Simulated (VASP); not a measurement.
# H (P6_3/mmc) in VASP: notebook

Runs on H. Level: PBE. Tasks: single point.

Program: VASP 6.6.1. These are calculated values, not measurements. Logs are shortened: lines on timing, memory, paths and dates and some standing lists are left out, and cuts for length are marked.

## Step 1: The cell of the first run

The structure is hexagonal, space group P6_3/mmc (No. 194). The conventional cell has a = 5.300 Å, b = 5.300 Å, c = 4.423 Å, α = 90.00°, β = 90.00°, γ = 120.00°. Within 5.0 Å of H (site symmetry -6m2) lie 8 H at 3.78 to 4.42 Å.

## Step 2: Single point, PBE, collinear spin

Contents of INCAR:

```
ALGO = Normal
EDIFF = 1E-7
ENCUT = 520
GGA = PE
ISIF = 2
ISMEAR = 0
ISPIN = 2
LASPH = T
LCHARG = F
LORBIT = 11
LREAL = F
LWAVE = F
MAGMOM = 1.05 1.05
NBANDS = 12
NELM = 150
PREC = Accurate
SIGMA = 0.05
```

Contents of KPOINTS:

```
k-points
0
Gamma
  6 6 6
```

Contents of POSCAR:

```
H
1.0
    5.2996000000      0.0000000000      0.0000000000
   -2.6498000000      4.5895882299      0.0000000000
    0.0000000000      0.0000000000      4.4233000000
H
2
Direct
    0.3333333333      0.6666666667      0.2500000000
    0.6666666667      0.3333333333      0.7500000000
```

Potentials or basis: VASP PAW PBE potentials, release 64 (H).

Command:

```sh
$ cat potpaw_PBE.64/H/POTCAR > POTCAR
$ mpirun -np 1 vasp_std > vasp.out
```

OUTCAR:

```text
EDIFF = 1E-7
   ENCUT = 520
   GGA = PE
   ISIF = 2
   ISMEAR = 0
   ISPIN = 2
   LASPH = T
   LORBIT = 11
   LREAL = F
   NELM = 150
   PREC = Accurate

 ion  position               nearest neighbor table
   1  0.333  0.667  0.250-
   2  0.667  0.333  0.750-

  LATTYP: Found a hexagonal cell.
 ALAT       =     5.2996000000
 C/A-ratio  =     0.8346478980

  Lattice vectors:

 A1 = (   5.2996000000,   0.0000000000,   0.0000000000)
 A2 = (  -2.6498000000,   4.5895882299,   0.0000000000)
 A3 = (   0.0000000000,   0.0000000000,   4.4233000000)

Analysis of symmetry for initial positions (statically):
=====================================================================
 Subroutine PRICEL returns:
 Original cell was already a primitive cell.

 Routine SETGRP: Setting up the symmetry group for a
 hexagonal supercell.

 Subroutine GETGRP returns: Found 24 space group operations
 (whereof 12 operations were pure point group operations)
 out of a pool of 24 trial point group operations.

The static configuration has the point symmetry D_3d.
 The point group associated with its full space group is D_6h.

Analysis of symmetry for dynamics (positions and initial velocities):
=====================================================================
 Subroutine PRICEL returns:
 Original cell was already a primitive cell.

 Routine SETGRP: Setting up the symmetry group for a
 hexagonal supercell.

 Subroutine GETGRP returns: Found 24 space group operations
 (whereof 12 operations were pure point group operations)
 out of a pool of 24 trial point group operations.

The dynamic configuration has the point symmetry D_3d.
 The point group associated with its full space group is D_6h.

Analysis of structural, dynamic, and magnetic symmetry:
=====================================================================
 Subroutine PRICEL returns:
 Original cell was already a primitive cell.

 Routine SETGRP: Setting up the symmetry group for a
 hexagonal supercell.

 Subroutine GETGRP returns: Found 24 space group operations
 (whereof 12 operations were pure point group operations)
 out of a pool of 24 trial point group operations.

The overall configuration has the point symmetry D_3d.
 The point group associated with its full space group is D_6h.

 Subroutine INISYM returns: Found 24 space group operations
 (whereof 12 operations are pure point group operations),
 and found     1 'primitive' translations

[... 137 lines left out ...]
  ext. energy  EPLUGINS =         0.00000000
  ---------------------------------------------------
  free energy    TOTEN  =        -2.23759564 eV

  energy without entropy =       -2.23759564  energy(sigma->0) =       -2.23759564

 E-fermi :  -6.4618     XC(G=0):   0.4798

 val. band max:       -6.6762717866   @ k =   0.0000   0.0000   0.0000
 cond. band min:       0.1353333952   @ k =   0.3333   0.3333   0.0000
 fundamental gap:      6.8116051818
 Fermi energy:        -6.4618454851

 spin component 1

 k-point     1 :       0.0000    0.0000    0.0000
  band No.  band energies     occupation
      1      -7.7269      1.00000
      2      -6.6763      1.00000
      3       1.1793      0.00000
      4       3.4434      0.00000
      5       3.4434      0.00000
      6       4.0905      0.00000
      7       4.4385      0.00000
      8       4.4385      0.00000
      9       5.3978      0.00000
     10       7.0916      0.00000
     11       8.9997      0.00000
     12      10.6667      0.00000
[... 333 lines left out ...]
      1      -7.0636      1.00000
      2      -7.0636      1.00000
      3       1.0164      0.00000
      4       1.0164      0.00000
      5       3.6500      0.00000
      6       3.6500      0.00000
      7       4.1842      0.00000
      8       4.1842      0.00000
      9       7.0166      0.00000
     10       7.0166      0.00000
     11       9.2629      0.00000
     12       9.2629      0.00000

 [... further k-points ...]

 spin component 2

 k-point     1 :       0.0000    0.0000    0.0000
  band No.  band energies     occupation
      1       3.0105      0.00000
      2       9.2345      0.00000
      3       9.2354      0.00000
      4      10.1815      0.00000
      5      10.3573      0.00000
      6      10.6267      0.00000
      7      11.2644      0.00000
      8      11.2649      0.00000
      9      13.5216      0.00000
     10      16.8298      0.00000
     11      17.0745      0.00000
     12      17.0761      0.00000
[... 333 lines left out ...]
      1       5.4663      0.00000
      2       5.4663      0.00000
      3       8.3861      0.00000
      4       8.3861      0.00000
      5      10.3431      0.00000
      6      10.3431      0.00000
      7      12.0651      0.00000
      8      12.0651      0.00000
      9      15.5709      0.00000
     10      15.5709      0.00000
     11      15.8799      0.00000
     12      15.8799      0.00000

 [... further k-points ...]

------------------------ aborting loop because EDIFF is reached ----------------------------------------

  FORCE on cell =-STRESS in cart. coord.  units (eV):
  Direction    XX          YY          ZZ          XY          YZ          ZX
  --------------------------------------------------------------------------------------
  -------------------------------------------------------------------------------------
  Total        0.0122825      0.0122825      0.0211129      0.0000000      0.0000000      0.0000000
  in kB        0.1829088      0.1829088      0.3144098      0.0000000      0.0000000      0.0000000
  external PRESSURE =       0.2267425 kB  Pullay stress =       0.0000000 kB

 VOLUME and BASIS-vectors are now :
 -----------------------------------------------------------------------------
  energy-cutoff  :      520.00
  volume of cell :      107.59
      direct lattice vectors                 reciprocal lattice vectors
     5.299600000  0.000000000  0.000000000     0.188693486  0.108942235  0.000000000
    -2.649800000  4.589588230  0.000000000     0.000000000  0.217884470  0.000000000
     0.000000000  0.000000000  4.423300000     0.000000000  0.000000000  0.226075554

 POSITION                                       TOTAL-FORCE (eV/Angst)
 -----------------------------------------------------------------------------------
     -0.00000      3.05973      1.10583         0.000000     -0.000000      0.000000
      2.64980      1.52986      3.31747        -0.000000      0.000000      0.000000
 -----------------------------------------------------------------------------------
    total drift:                               -0.000000      0.000000     -0.000000

  FREE ENERGIE OF THE ION-ELECTRON SYSTEM (eV)
  ---------------------------------------------------
  free  energy   TOTEN  =        -2.2375956422 eV

  energy  without entropy=       -2.2375956422  energy(sigma->0) =       -2.23759564

 total charge

# of ion       s       p       d       tot
------------------------------------------
    1        0.380   0.000   0.000   0.380
    2        0.380   0.000   0.000   0.380
--------------------------------------------------
tot          0.761   0.000   0.000   0.761

 magnetization (x)

# of ion       s       p       d       tot
------------------------------------------
    1        0.380   0.000   0.000   0.380
    2        0.380   0.000   0.000   0.380
--------------------------------------------------
tot          0.761   0.000   0.000   0.761
```

stdout:

```text
POSCAR found type information on POSCAR H
 POSCAR found :  1 types and       2 ions
 scaLAPACK will be used
 LDA part: xc-table for (Slater+PW92), standard interpolation
 POSCAR, INCAR and KPOINTS ok, starting setup
 FFT: planning ... GRIDC
 FFT: planning ... GRID_SOFT
 FFT: planning ... GRID
 WAVECAR not read
 entering main loop
```

Wall time 38 s (1 thread of Intel Xeon 6975P-C (Granite Rapids), shared host); peak memory 0.27 GiB.

What came out:

```yaml
Free_energy: -2.2376 eV
Pressure: 0.0 GPa
Band_gap_on_the_k_mesh: 6.81 eV (least direct gap 7.28 eV)
Net_moment: 2.00 μB per cell
Site_moments: H +0.38 μB
Valence_electrons_inside_the_program's_atomic_spheres: H 0.38
```

Levels at points of the mesh, in eV from the valence-band top:
Spin up:
```tsv
k point	band 1	band 2	band 3	band 4	band 5
(0.00, 0.00, 0.00)	-1.05	0.00	7.86	10.12	10.12
(0.50, 0.00, 0.00)	-0.67	-0.34	6.97	8.83	9.15
(0.00, 0.00, 0.50)	-0.44	-0.44	7.94	7.94	11.73
(0.50, 0.00, 0.50)	-0.37	-0.37	7.63	7.63	9.97
```
Spin down:
```
           k point  band 1  band 2  band 3  band 4
(0.00, 0.00, 0.00)    9.69   15.91   15.91   16.86
(0.50, 0.00, 0.00)   10.56   12.62   14.95   16.13
(0.00, 0.00, 0.50)   11.58   11.58   17.79   17.79
(0.50, 0.00, 0.50)   12.46   12.46   14.41   14.41
```

Caveat: the nearest neighbours stand farther apart than a usual bond. A k mesh can miss the band edges.

## Step 3: Single point, PBE, collinear spin

This run uses another cell than the first one, of the same volume but with other edges.

Contents of INCAR:

```
SYSTEM = H
  ALGO = Normal
  EDIFF = 1E-7
  ENCUT = 520
  GGA = PE
  ISIF = 2
  ISMEAR = 0
  ISPIN = 2
  LASPH = .True.
  LCHARG = .False.
  LORBIT = 11
  LREAL = .False.
  LWAVE = .False.
  MAGMOM = 1.05 1.05
  NBANDS = 12
  NELM = 150
  PREC = Accurate
  SIGMA = 0.05
```

Contents of KPOINTS:

```
k-points
0
Gamma
  6 6 6
  0 0 0
```

Contents of POSCAR:

```
H
1.0
    5.4326000000      0.0000000000      0.0000000000
   -2.7163000000      4.7047696086      0.0000000000
    0.0000000000      0.0000000000      4.2092000000
H
2
Direct
    0.3333333333      0.6666666667      0.2500000000
    0.6666666667      0.3333333333      0.7500000000
```

Potentials or basis: VASP PAW PBE potentials, release 64 (H).

Command:

```sh
$ cat potpaw_PBE.64/H/POTCAR > POTCAR
$ mpirun -np 1 vasp_std > vasp.out
```

OUTCAR:

```text
SYSTEM = H
   EDIFF = 1E-7
   ENCUT = 520
   GGA = PE
   ISIF = 2
   ISMEAR = 0
   ISPIN = 2
   LASPH = .True.
   LORBIT = 11
   LREAL = .False.
   NELM = 150
   PREC = Accurate

 ion  position               nearest neighbor table
   1  0.333  0.667  0.250-
   2  0.667  0.333  0.750-

  LATTYP: Found a hexagonal cell.
 ALAT       =     5.4326000000
 C/A-ratio  =     0.7748039613

  Lattice vectors:

 A1 = (   5.4326000000,   0.0000000000,   0.0000000000)
 A2 = (  -2.7163000000,   4.7047696086,   0.0000000000)
 A3 = (   0.0000000000,   0.0000000000,   4.2092000000)

Analysis of symmetry for initial positions (statically):
=====================================================================
 Subroutine PRICEL returns:
 Original cell was already a primitive cell.

 Routine SETGRP: Setting up the symmetry group for a
 hexagonal supercell.

 Subroutine GETGRP returns: Found 24 space group operations
 (whereof 12 operations were pure point group operations)
[... 909 lines left out ...]
      9      15.2426      0.00000
     10      15.2426      0.00000
     11      15.6073      0.00000
     12      15.6073      0.00000

 [... further k-points ...]

------------------------ aborting loop because EDIFF is reached ----------------------------------------

  FORCE on cell =-STRESS in cart. coord.  units (eV):
  Direction    XX          YY          ZZ          XY          YZ          ZX
  --------------------------------------------------------------------------------------
  -------------------------------------------------------------------------------------
  Total        0.0141862      0.0141862      0.0229851      0.0000000      0.0000000      0.0000000
  in kB        0.2112674      0.2112674      0.3423028      0.0000000      0.0000000      0.0000000
  external PRESSURE =       0.2549459 kB  Pullay stress =       0.0000000 kB

 VOLUME and BASIS-vectors are now :
 -----------------------------------------------------------------------------
  energy-cutoff  :      520.00
  volume of cell :      107.58
      direct lattice vectors                 reciprocal lattice vectors
     5.432600000  0.000000000  0.000000000     0.184073924  0.106275130  0.000000000
    -2.716300000  4.704769609  0.000000000     0.000000000  0.212550259  0.000000000
     0.000000000  0.000000000  4.209200000     0.000000000  0.000000000  0.237574836

 POSITION                                       TOTAL-FORCE (eV/Angst)
 -----------------------------------------------------------------------------------
     -0.00000      3.13651      1.05230         0.000000     -0.000000      0.000000
      2.71630      1.56826      3.15690        -0.000000      0.000000      0.000000
 -----------------------------------------------------------------------------------
    total drift:                               -0.000000      0.000000     -0.000000

  FREE ENERGIE OF THE ION-ELECTRON SYSTEM (eV)
  ---------------------------------------------------
  free  energy   TOTEN  =        -2.2371956647 eV

  energy  without entropy=       -2.2371956647  energy(sigma->0) =       -2.23719566

 total charge

# of ion       s       p       d       tot
------------------------------------------
    1        0.380   0.000   0.000   0.381
    2        0.380   0.000   0.000   0.381
--------------------------------------------------
tot          0.761   0.000   0.000   0.761

 magnetization (x)

# of ion       s       p       d       tot
------------------------------------------
    1        0.380   0.000   0.000   0.381
    2        0.380   0.000   0.000   0.381
--------------------------------------------------
tot          0.761   0.000   0.000   0.761
```

OSZICAR:

```text
N       E                     dE             d eps       ncg     rms          rms(c)
DAV:   1     0.399869728810E+01    0.39987E+01   -0.51651E+02  1344   0.998E+01
DAV:   2    -0.281701183793E+00   -0.42804E+01   -0.41984E+01  1684   0.195E+01
DAV:   3    -0.551145386578E+00   -0.26944E+00   -0.26913E+00  1676   0.450E+00
[... 13 lines left out ...]
DAV:  17    -0.223717319857E+01   -0.40783E-04   -0.91592E-10  1376   0.138E-04    0.138E-05
DAV:  18    -0.223718262262E+01   -0.94241E-05   -0.11517E-10  1252   0.487E-05    0.477E-06
DAV:  19    -0.223719008263E+01   -0.74600E-05   -0.77985E-11  1044   0.410E-05    0.475E-06
DAV:  20    -0.223719464247E+01   -0.45598E-05   -0.26186E-11  1072   0.227E-05    0.454E-07
DAV:  21    -0.223719568683E+01   -0.10444E-05   -0.29931E-12  1096   0.699E-06    0.699E-07
DAV:  22    -0.223719566474E+01    0.22094E-07   -0.12315E-13  1120   0.215E-06
   1 F= -.22371957E+01 E0= -.22371957E+01  d E =-.211952E-12  mag=     2.0000
```

stdout:

```text
POSCAR found type information on POSCAR H
 POSCAR found :  1 types and       2 ions
 scaLAPACK will be used
 LDA part: xc-table for (Slater+PW92), standard interpolation
 POSCAR, INCAR and KPOINTS ok, starting setup
 FFT: planning ... GRIDC
 FFT: planning ... GRID_SOFT
 FFT: planning ... GRID
 WAVECAR not read
 entering main loop
```

It took 33 s on 1 thread of Intel Xeon 6975P-C (Granite Rapids), shared host; peak memory 0.26 GiB.

What came out:

```yaml
Free_energy: -2.2372 eV
Pressure: 0.0 GPa
Band_gap_on_the_k_mesh: 6.75 eV (least direct gap 7.24 eV)
Net_moment: 2.00 μB per cell
Site_moments: H +0.38 μB
Valence_electrons_inside_the_program's_atomic_spheres: H 0.38
```

Caveat: the nearest neighbours stand farther apart than a usual bond. A k mesh can miss the band edges.

## Step 4: Single point, PBE, collinear spin

This run uses another cell than the first one, of 54.55 Å³/atom.

Contents of INCAR:

```
SYSTEM = H
PREC = Accurate
ENCUT = 520
EDIFF = 1E-6
ISMEAR = 0
SIGMA = 0.05
LREAL = .FALSE.
LASPH = .TRUE.
NELM = 150
ALGO = Normal
ISIF = 2
LWAVE = .FALSE.
LCHARG = .FALSE.
ISPIN = 2
MAGMOM = 1.05 1.05
LORBIT = 11
GGA = PE
NBANDS = 12
```

Contents of KPOINTS:

```
regular mesh
0
G
  6 6 6
  0 0 0
```

Contents of POSCAR:

```
H
1.0
    5.5656000000      0.0000000000      0.0000000000
   -2.7828000000      4.8199509873      0.0000000000
    0.0000000000      0.0000000000      4.0666000000
H
2
Direct
    0.3333333333      0.6666666667      0.2500000000
    0.6666666667      0.3333333333      0.7500000000
```

Command:

```sh
$ cat potpaw_PBE.64/H/POTCAR > POTCAR
$ mpirun -np 1 vasp_std > vasp.out
```

Wall time 41 s (1 thread of Intel Xeon 6975P-C (Granite Rapids), shared host); peak memory 0.27 GiB.

It converged, with:

```yaml
Free_energy: -2.2373 eV
Pressure: 0.0 GPa
Band_gap_on_the_k_mesh: 6.73 eV (least direct gap 7.21 eV)
Net_moment: 2.00 μB per cell
Site_moments: H +0.38 μB
Valence_electrons_inside_the_program's_atomic_spheres: H 0.38
```

Levels at points of the mesh, in eV from the valence-band top:
Spin up:
```tsv
k point	band 1	band 2	band 3	band 4	band 5	band 6
(0.00, 0.00, 0.00)	-1.00	0.00	7.82	9.65	9.65	10.63
(0.50, 0.00, 0.00)	-0.65	-0.33	6.93	8.51	9.20	11.64
(0.00, 0.00, 0.50)	-0.31	-0.31	8.05	8.05	11.62	11.62
(0.50, 0.00, 0.50)	-0.27	-0.27	7.83	7.83	10.03	10.03
```
Spin down:
| k point | band 1 | band 2 | band 3 |
| --- | --- | --- | --- |
| (0.00, 0.00, 0.00) | 9.57 | 15.11 | 15.11 |
| (0.50, 0.00, 0.00) | 10.25 | 12.46 | 14.33 |
| (0.00, 0.00, 0.50) | 11.82 | 11.82 | 17.35 |
| (0.50, 0.00, 0.50) | 12.51 | 12.51 | 14.62 |

Caveat: the nearest neighbours stand farther apart than a usual bond. A k mesh can miss the band edges.

## Step 5: Overview

| cell | gap on the mesh (eV) | pressure (GPa) | moment (μB) |
| --- | --- | --- | --- |
| a = 5.300, b = 5.300, c = 4.423 Å, angles 90.0, 90.0, 120.0°, 2 atoms | 6.81 | 0.0 | 2.00 |
| a = 5.433, b = 5.433, c = 4.209 Å, angles 90.0, 90.0, 120.0°, 2 atoms | 6.75 | 0.0 | 2.00 |
| a = 5.566, b = 5.566, c = 4.067 Å, angles 90.0, 90.0, 120.0°, 2 atoms | 6.73 | 0.0 | 2.00 |

Alike in all rows: task single point; level PBE; potentials or basis VASP PAW PBE potentials, release 64 (H); spin collinear; k mesh 6 × 6 × 6; cutoff (eV) 520; smearing gaussian 0.05 eV.

Caveats: the nearest neighbours stand farther apart than a usual bond.

Absolute energies hang on the potentials; compare differences alone.
